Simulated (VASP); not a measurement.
Runs of VASP 6.6.1 on Ag. The structure is that of space group Fm-3m (No. 225), or close to it. The cells are those of the table. 

| task | level | cell | cutoff (eV) | gap on the mesh (eV) | pressure (GPa) | relaxed volume (Å³/atom) |
| --- | --- | --- | --- | --- | --- | --- |
| single point | PBE | a = 2.905 Å, angles 60.0°, 1 atom | 520 | none | (a) | - |
| single point | r2SCAN | a = 2.905 Å, angles 60.0°, 1 atom | 520 | none | 0.1 | - |
| relaxation of cell and atoms | PBE | relaxed from a = 2.889 Å, angles 60.0°, 1 atom | 600 | none | 0.0 | 17.86 |
| relaxation of cell and atoms | r2SCAN | relaxed from a = 2.935 Å, angles 60.0°, 1 atom | 600 | none | 0.0 | 17.35 |
| single point | PBE | a = 2.935 Å, angles 60.0°, 1 atom | 520 | none | (b) | - |

Alike in all rows: potentials or basis VASP PAW PBE potentials, release 64 (Ag); no spin polarisation; k mesh 10 × 10 × 10; smearing fermi-dirac 0.02 eV.

**Question.** Estimate the missing entries.

**Answer.** (a) 3.0; (b) -0.1.

Caveats: the PAW data sets were made with another functional, which shifts forces and pressure a little (some runs).

A k mesh can miss the band edges, and the runs leave out spin-orbit coupling on Ag.

A gap of «none» marks levels without a gap at the run's occupations.
